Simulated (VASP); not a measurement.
Wanted: the native input for a VASP 6.6.1 run.

```
Task                   : single point
Functional             : RPBE
Potentials or basis    : VASP PAW PBE potentials, release 64 (W_sv)
Cutoff                 : 520 eV
k mesh                 : 9 × 9 × 13
Occupations            : fermi-dirac, width 0.1 eV
Spin                   : no spin polarisation
Dipole correction      : no
Further INCAR settings : ALGO = Normal; EDIFF = 1e-06; NBANDS = 28
```

The structure of W lies in POSCAR:

```
W
1.0
    4.7071833887      0.0000000000      0.0000000000
   -2.3535916944      4.0765403949      0.0000000000
    0.0000000000      0.0000000000      2.6212812935
W
3
Direct
    0.0000000000      0.0000000000      0.0000000000
    0.3333333333      0.6666666667      0.5000000000
    0.6666666667      0.3333333333      0.5000000000
```

These files were run (other wordings do the same):

INCAR

```
SYSTEM = W
PREC = Accurate
ENCUT = 520
EDIFF = 1E-6
ISMEAR = -1
SIGMA = 0.1
LREAL = .FALSE.
LASPH = .TRUE.
NELM = 80
ALGO = Normal
ISIF = 2
LWAVE = .FALSE.
LCHARG = .TRUE.
GGA = RP
LELF = .TRUE.
LVHAR = .TRUE.
NBANDS = 28
```

KPOINTS

```
Automatic mesh
0
G
  9 9 13
  0 0 0
```

Potentials or basis: VASP PAW PBE potentials, release 64 (W_sv).

Command:

```bash
$ cat potpaw_PBE.64/W_sv/POTCAR > POTCAR
$ mpirun -np 1 vasp_std > vasp.out
```

It gave:

```yaml
Pressure: 0.6 GPa
Band_gap_on_the_k_mesh: zero (band 21 reaches 10.92 eV, above the bottom of band 22 at 10.19 eV)
```

Caveat: the PAW data sets were made with another functional, which shifts forces and pressure a little; spin-orbit coupling is left out, which moves the levels of the heavy elements.

It took 3.7 min on 1 thread of AMD EPYC 7R13, with other jobs on the host, peak memory 0.2 GiB.
